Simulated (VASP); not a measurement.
A run of VASP 6.6.1 is set up as follows.

File INCAR:

```
SYSTEM = Fe
PREC = Accurate ; ENCUT = 520
EDIFF = 1E-6 ; ISMEAR = -1
SIGMA = 0.05 ; LREAL = .FALSE.
LASPH = .TRUE. ; NELM = 150
ALGO = Normal ; ISIF = 2
LWAVE = .FALSE. ; LCHARG = .FALSE.
ISPIN = 2 ; MAGMOM = 2.612 2.481 2.481
LORBIT = 11 ; LMAXMIX = 4
GGA = B5 ; ALDAX = 1.0
AGGAX = 1.0 ; AGGAC = 1.0
ALDAC = 0.0 ; NBANDS = 23
```

File KPOINTS:

```
Automatic mesh
0
G
  10 10 15
  0 0 0
```

Contents of POSCAR:

```
Fe
1.0
    4.0704466057      0.0000000000      0.0000000000
   -2.0352233028      3.5251101653      0.0000000000
    0.0000000000      0.0000000000      2.3095611902
Fe
3
Direct
    1.0000000000      0.0000000000      0.0000000000
    0.3333333333      0.6666666667      0.5000000000
    0.6666666667      0.3333333333      0.5000000000
```

Potentials or basis: VASP PAW PBE potentials, release 64 (Fe).

Command:

```bash
$ cat potpaw_PBE.64/Fe/POTCAR > POTCAR
$ mpirun -np 1 vasp_std > vasp.out
```

(1) Estimate the pressure.

(2) Estimate the net moment.

(3) Estimate the site moments.

## Answers

(1) 5.2 GPa.

(2) 3.55 μB per cell.

(3) Fe +0.65, +1.44 (each value once) μB.

Caveat: the stress differs along the axes, from -1 to 17 GPa; the PAW data sets were made with another functional, which shifts forces and pressure a little.
